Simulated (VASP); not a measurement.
# Ag (Fm-3m) in VASP: a series of runs

Ag is run at these levels: LDA; tasks: single point.

Everything below comes from runs of VASP 6.6.1. Logs are shortened: lines on timing, memory, paths and dates and some standing lists are left out, and cuts for length are marked.

### 1 The cell of the first run

It takes space group Fm-3m (No. 225, cubic). Conventional cell: a = 3.889 Å, b = 3.889 Å, c = 3.889 Å, α = 90.00°, β = 90.00°, γ = 90.00°. Within 3.6 Å of Ag (site symmetry m-3m) lie 12 Ag at 2.75 Å.

### 2 Single point, LDA

Input file INCAR:

```
SYSTEM = Ag
PREC = Accurate
ENCUT = 520
EDIFF = 1E-6
ISMEAR = -1
SIGMA = 0.05
LREAL = .False.
LASPH = .True.
NELM = 100
ALGO = Normal
ISIF = 2
LWAVE = .False.
LCHARG = .False.
GGA = CA
NBANDS = 12
```

Input file KPOINTS:

```
Automatic mesh
0
Gamma
  24 24 24
  0 0 0
```

Input file POSCAR:

```
Ag
1.0
    0.0000000000      1.9446106697      1.9446106697
    1.9446106697      0.0000000000      1.9446106697
    1.9446106697      1.9446106697      0.0000000000
Ag
1
Direct
    0.0000000000      0.0000000000      0.0000000000
```

Potentials or basis: VASP PAW LDA potentials, release 64 (Ag).

Command:

```bash
$ cat potpaw_LDA.64/Ag/POTCAR > POTCAR
$ mpirun -np 1 vasp_std > vasp.out
```

OUTCAR:

```text
SYSTEM = Ag
   PREC = Accurate
   ENCUT = 520
   EDIFF = 1E-6
   ISMEAR = -1
   LREAL = .False.
   LASPH = .True.
   NELM = 100
   ISIF = 2
   GGA = CA

 ion  position               nearest neighbor table
   1  0.000  0.000  0.000-

  LATTYP: Found a face centered cubic cell.
 ALAT       =     3.8892213394

  Lattice vectors:

 A1 = (   0.0000000000,   1.9446106697,   1.9446106697)
 A2 = (   1.9446106697,   0.0000000000,   1.9446106697)
 A3 = (   1.9446106697,   1.9446106697,   0.0000000000)

Analysis of symmetry for initial positions (statically):
=====================================================================
 Subroutine PRICEL returns:
 Original cell was already a primitive cell.

 Routine SETGRP: Setting up the symmetry group for a
 face centered cubic supercell.

 Subroutine GETGRP returns: Found 48 space group operations
 (whereof 48 operations were pure point group operations)
 out of a pool of 48 trial point group operations.

The static configuration has the point symmetry O_h .

Analysis of symmetry for dynamics (positions and initial velocities):
=====================================================================
 Subroutine PRICEL returns:
 Original cell was already a primitive cell.

 Routine SETGRP: Setting up the symmetry group for a
 face centered cubic supercell.

 Subroutine GETGRP returns: Found 48 space group operations
 (whereof 48 operations were pure point group operations)
 out of a pool of 48 trial point group operations.

The dynamic configuration has the point symmetry O_h .

 Subroutine INISYM returns: Found 48 space group operations
 (whereof 48 operations are pure point group operations),
 and found     1 'primitive' translations

----------------------------------------------------------------------------------------

                                     Primitive cell

  volume of cell :      14.7071

  direct lattice vectors                    reciprocal lattice vectors
     0.000000000  1.944610670  1.944610670    -0.257120877  0.257120877  0.257120877
     1.944610670  0.000000000  1.944610670     0.257120877 -0.257120877  0.257120877
     1.944610670  1.944610670  0.000000000     0.257120877  0.257120877 -0.257120877

  length of vectors
     2.750094783  2.750094783  2.750094783     0.445346422  0.445346422  0.445346422

  position of ions in fractional coordinates (direct lattice)
     0.000000000  0.000000000  0.000000000

  ion indices of the primitive-cell ions
   primitive index   ion index
                 1           1

----------------------------------------------------------------------------------------

 KPOINTS: Automatic mesh

Automatic generation of k-mesh.
 Grid dimensions read from file:
 generate k-points for:   24   24   24

 Generating k-lattice:

  Cartesian coordinates                     Fractional coordinates (reciprocal lattice)
    -0.010713370  0.010713370  0.010713370     0.041666667  0.000000000  0.000000000
     0.010713370 -0.010713370  0.010713370     0.000000000  0.041666667  0.000000000
     0.010713370  0.010713370 -0.010713370     0.000000000  0.000000000  0.041666667

  Length of vectors
     0.018556101  0.018556101  0.018556101

  Shift w.r.t. Gamma in fractional coordinates (k-lattice)
     0.000000000  0.000000000  0.000000000

 Subroutine IBZKPT returns following result:
 ===========================================

 Found    413 irreducible k-points:

 Following reciprocal coordinates:
            Coordinates               Weight
  0.000000  0.000000  0.000000      1.000000
  0.041667  0.000000  0.000000      8.000000
  0.083333  0.000000  0.000000      8.000000
  0.125000  0.000000  0.000000      8.000000
  0.166667  0.000000  0.000000      8.000000
  0.208333  0.000000  0.000000      8.000000
[... 16 lines left out ...]
  0.416667  0.041667  0.000000     24.000000
  0.458333  0.041667  0.000000     24.000000
 [... further k-points ...]
   k-points           NKPTS =    413   k-points in BZ     NKDIM =    413   number of bands    NBANDS=     12
   number of dos      NEDOS =    301   number of ions     NIONS =      1
   total plane-waves  NPLWV =   8000
   dimension x,y,z NGX =    20 NGY =   20 NGZ =   20
   dimension x,y,z NGXF=    40 NGYF=   40 NGZF=   40
   ions per type =               1
   NGX,Y,Z   is equivalent  to a cutoff of  12.09, 12.09, 12.09 a.u.
   NGXF,Y,Z  is equivalent  to a cutoff of  24.18, 24.18, 24.18 a.u.
 SYSTEM =  Ag
   PREC   = accura    normal or accurate (medium, high low for compatibility)
   ISTART =      0    job   : 0-new  1-cont  2-samecut
   ICHARG =      2    charge: 1-file 2-atom 10-const
   ISPIN  =      1    spin polarized calculation?
   LNONCOLLINEAR =      F non collinear calculations
   LSORBIT =      F    spin-orbit coupling
   LASPH  =      T    aspherical Exc in radial PAW
   ENCUT  =  520.0 eV  38.22 Ry    6.18 a.u.   5.11  5.11  5.11*2*pi/ulx,y,z
   NELM   =    100;   NELMIN=  2; NELMDL= -5     # of ELM steps
   EDIFF  = 0.1E-05   stopping-criterion for ELM
   LREAL  =      F    real-space projection
   EDIFFG = 0.1E-04   stopping-criterion for IOM
   NSW    =      0    number of steps for IOM
   IBRION =     -1    ionic relax: 0-MD 1-quasi-New 2-CG
   NFREE  =      0    steps in history (QN), initial steepest desc. (CG)
   ISIF   =      2    stress and relaxation
   ISYM   =      2    0-nonsym 1-usesym 2-fastsym
   POTIM  = 0.5000    time-step for ionic-motion
   TEBEG  =    0.0;   TEEND  =   0.0 temperature during run
   PSTRESS=    0.0 pullay stress
   NELECT =      11.0000    total number of electrons
   NUPDOWN=      -1.0000    fix difference up-down
   EMIN   =  10.00;   EMAX   =-10.00  energy-range for DOS
   EFERMI =   0.00;   METHOD = LEGACY
   ISMEAR =    -1;   SIGMA  =   0.05  broadening in eV -4-tet -1-fermi 0-gaus
   EFERMI_NEDOS =   21; number of points for ismear=-14 and -15
   IALGO  =     38    algorithm
   IMIX   =      4    mixing-type and parameters
     AMIX     =   0.40;   BMIX     =  1.00
     AMIX_MAG =   1.60;   BMIX_MAG =  1.00
  volume/ion in A,a.u.               =      14.71        99.25
  Fermi-wavevector in a.u.,A,eV,Ry     =   1.486037  2.808203 30.045842  2.208307
  Thomas-Fermi vector in A             =   2.599374
   LORBIT       =      0    0 simple, 1 ext, 2 COOP (PROOUT), +10 PAW based schemes
   GGA     = CA    functional components
   LHFCALC =     F    Hartree Fock is set to
   AEXX    =    0.0000 exact exchange contribution
   IVDW    =     0    specifies the selected vdW correction
   LEPSILON=     F    determine dielectric tensor
   LRPA    =     F    only Hartree local field effects (RPA)
 non-spin polarized calculation
  energy-cutoff  :      520.00
  volume of cell :       14.71
 maximum number of plane-waves:       415
   NGX = 11   NGY = 11   NGZ = 11

 number of electron      11.0000003 magnetization

 Free energy of the ion-electron system (eV)
  ---------------------------------------------------
  ext. energy  EPLUGINS =         0.00000000
  ---------------------------------------------------
  free energy    TOTEN  =        -3.72722047 eV

  energy without entropy =       -3.72571695  energy(sigma->0) =       -3.72646871

 E-fermi :  10.4892     XC(G=0): -13.4740

 val. band max:       10.4392745293   @ k =   0.4583   0.2500   0.0000
 cond. band min:      10.4953689907   @ k =   0.5000   0.1667   0.0417
 fundamental gap:      0.0560944614
 Fermi energy:        10.4891615340

 k-point     1 :       0.0000    0.0000    0.0000
  band No.  band energies     occupation
      1       1.4261      2.00000
      2       5.0340      2.00000
      3       5.0340      2.00000
      4       5.0340      2.00000
      5       6.3999      2.00000
      6       6.3999      2.00000
      7      26.6515      0.00000
      8      31.0502      0.00000
      9      31.0502      0.00000
     10      31.0502      0.00000
     11      36.4797      0.00000
     12      38.6280      0.00000

 k-point     2 :       0.0417    0.0000    0.0000
  band No.  band energies     occupation
      1       1.4879      2.00000
      2       5.0159      2.00000
      3       5.0537      2.00000
      4       5.0537      2.00000
      5       6.3913      2.00000
      6       6.3913      2.00000
      7      26.6981      0.00000
      8      30.5618      0.00000
      9      31.1036      0.00000
     10      31.1036      0.00000
     11      36.8064      0.00000
     12      38.4361      0.00000

 k-point     3 :       0.0833    0.0000    0.0000
  band No.  band energies     occupation
      1       1.6695      2.00000
      2       4.9677      2.00000
      3       5.1087      2.00000
      4       5.1087      2.00000
      5       6.3699      2.00000
      6       6.3699      2.00000
      7      26.7973      0.00000
      8      29.4584      0.00000
      9      31.2564      0.00000
     10      31.2564      0.00000
     11      36.6274      0.00000
     12      38.1182      0.00000

 k-point     4 :       0.1250    0.0000    0.0000
  band No.  band energies     occupation
      1       1.9577      2.00000
      2       4.9083      2.00000
      3       5.1854      2.00000
      4       5.1854      2.00000
      5       6.3499      2.00000
      6       6.3499      2.00000
      7      26.7208      0.00000
      8      28.3083      0.00000
      9      31.4841      0.00000
     10      31.4841      0.00000
     11      35.7752      0.00000
     12      37.4814      0.00000

 k-point     5 :       0.1667    0.0000    0.0000
  band No.  band energies     occupation
      1       2.3218      2.00000
      2       4.8759      2.00000
      3       5.2593      2.00000
      4       5.2593      2.00000
      5       6.3561      2.00000
      6       6.3561      2.00000
      7      25.8228      0.00000
      8      27.8210      0.00000
      9      31.7395      0.00000
     10      31.7395      0.00000
     11      35.0403      0.00000
     12      36.6797      0.00000

 k-point     6 :       0.2083    0.0000    0.0000
  band No.  band energies     occupation
      1       2.6980      2.00000
      2       4.9422      2.00000
      3       5.3001      2.00000
      4       5.3001      2.00000
      5       6.4179      2.00000
      6       6.4179      2.00000
      7      24.3343      0.00000
      8      27.7118      0.00000
      9      31.9366      0.00000
     10      31.9366      0.00000
     11      34.6983      0.00000
     12      35.8755      0.00000

 k-point     7 :       0.2500    0.0000    0.0000
  band No.  band energies     occupation
      1       2.9843      2.00000
      2       5.2146      2.00000
      3       5.2913      2.00000
      4       5.2913      2.00000
      5       6.5484      2.00000
      6       6.5484      2.00000
      7      22.7012      0.00000
      8      27.5078      0.00000
      9      31.9367      0.00000
     10      31.9367      0.00000
     11      34.8451      0.00000
     12      35.2727      0.00000

 k-point     8 :       0.2917    0.0000    0.0000
  band No.  band energies     occupation
      1       3.1139      2.00000
      2       5.2426      2.00000
      3       5.2426      2.00000
      4       5.7609      2.00000
      5       6.7317      2.00000
      6       6.7317      2.00000
      7      21.0356      0.00000
      8      27.1742      0.00000
      9      31.6291      0.00000
     10      31.6291      0.00000
     11      35.0224      0.00000
     12      35.0224      0.00000
[... 166 lines left out ...]
 k-point    20 :       0.2917    0.0417    0.0000
  band No.  band energies     occupation
      1       3.1334      2.00000
      2       5.2242      2.00000
      3       5.2998      2.00000
      4       5.4489      2.00000
      5       6.6560      2.00000
      6       6.7972      2.00000
      7      21.6260      0.00000
      8      27.2829      0.00000
      9      30.5605      0.00000
     10      32.6922      0.00000
     11      33.9429      0.00000
     12      35.5891      0.00000

 k-point    21 :       0.3333    0.0417    0.0000
  band No.  band energies     occupation
      1       3.1714      2.00000
      2       5.1715      2.00000
      3       5.2390      2.00000
      4       6.0061      2.00000
      5       6.9879      2.00000
      6       7.0108      2.00000
      7      19.9669      0.00000
      8      26.9152      0.00000
      9      30.2226      0.00000
     10      31.8278      0.00000
     11      34.5909      0.00000
     12      35.4967      0.00000

 k-point    22 :       0.3750    0.0417    0.0000
  band No.  band energies     occupation
      1       3.1378      2.00000
      2       5.0978      2.00000
      3       5.1702      2.00000
      4       6.5464      2.00000
      5       7.1717      2.00000
      6       7.5770      2.00000
      7      18.3649      0.00000
      8      26.5534      0.00000
      9      29.8648      0.00000
     10      30.9936      0.00000
     11      35.0995      0.00000
     12      35.5203      0.00000

 k-point    23 :       0.4167    0.0417    0.0000
  band No.  band energies     occupation
      1       3.0851      2.00000
      2       5.0347      2.00000
      3       5.1076      2.00000
      4       6.9043      2.00000
      5       7.3215      2.00000
      6       8.3788      2.00000
      7      16.8875      0.00000
      8      26.2533      0.00000
      9      29.5753      0.00000
     10      30.2785      0.00000
     11      35.4382      0.00000
     12      35.5900      0.00000

 k-point    24 :       0.4583    0.0417    0.0000
  band No.  band energies     occupation
      1       3.0410      2.00000
      2       4.9919      2.00000
      3       5.0607      2.00000
      4       7.1227      2.00000
      5       7.4161      2.00000
      6       9.2114      2.00000
      7      15.6607      0.00000
      8      26.0460      0.00000
      9      29.4226      0.00000
     10      29.7310      0.00000
     11      35.6405      0.00000
     12      35.6516      0.00000

 [... further k-points ...]
[... 5 lines left out ...]
  --------------------------------------------------------------------------------------
  -------------------------------------------------------------------------------------
  Total        1.3919349      1.3919349      1.3919349     -0.0000000      0.0000000      0.0000000
  in kB      151.6357202    151.6357202    151.6357202     -0.0000000      0.0000000      0.0000000
  external PRESSURE =     151.6357202 kB  Pullay stress =       0.0000000 kB

 VOLUME and BASIS-vectors are now :
 -----------------------------------------------------------------------------
  energy-cutoff  :      520.00
  volume of cell :       14.71
      direct lattice vectors                 reciprocal lattice vectors
     0.000000000  1.944610670  1.944610670    -0.257120877  0.257120877  0.257120877
     1.944610670  0.000000000  1.944610670     0.257120877 -0.257120877  0.257120877
     1.944610670  1.944610670  0.000000000     0.257120877  0.257120877 -0.257120877

 POSITION                                       TOTAL-FORCE (eV/Angst)
 -----------------------------------------------------------------------------------
      0.00000      0.00000      0.00000         0.000000      0.000000      0.000000
 -----------------------------------------------------------------------------------
    total drift:                                0.000000     -0.000000     -0.000000

  FREE ENERGIE OF THE ION-ELECTRON SYSTEM (eV)
  ---------------------------------------------------
  free  energy   TOTEN  =        -3.7272204682 eV

  energy  without entropy=       -3.7257169507  energy(sigma->0) =       -3.72646871
```

Run time: 24 s. Hardware: 1 thread of Intel Xeon 6975P-C (Granite Rapids), shared host; peak memory 0.17 GiB.

Results:

* Free energy: -3.7272 eV
* Pressure: 15.2 GPa

Levels at points of the mesh, in eV from the Fermi level:
```
           k point  band 3  band 4  band 5  band 6  band 7  band 8  band 9  band 10
(0.00, 0.00, 0.00)   -5.46   -5.46   -4.09   -4.09   16.16   20.56   20.56    20.56
(0.50, 0.00, 0.00)   -5.49   -3.05   -3.05   -0.94    4.41   15.44   19.17    19.17
(0.50, 0.50, 0.00)   -3.08   -2.78   -2.78    1.32    7.90   11.24   11.24    19.07
```

(Continued in part 2 of 2.)
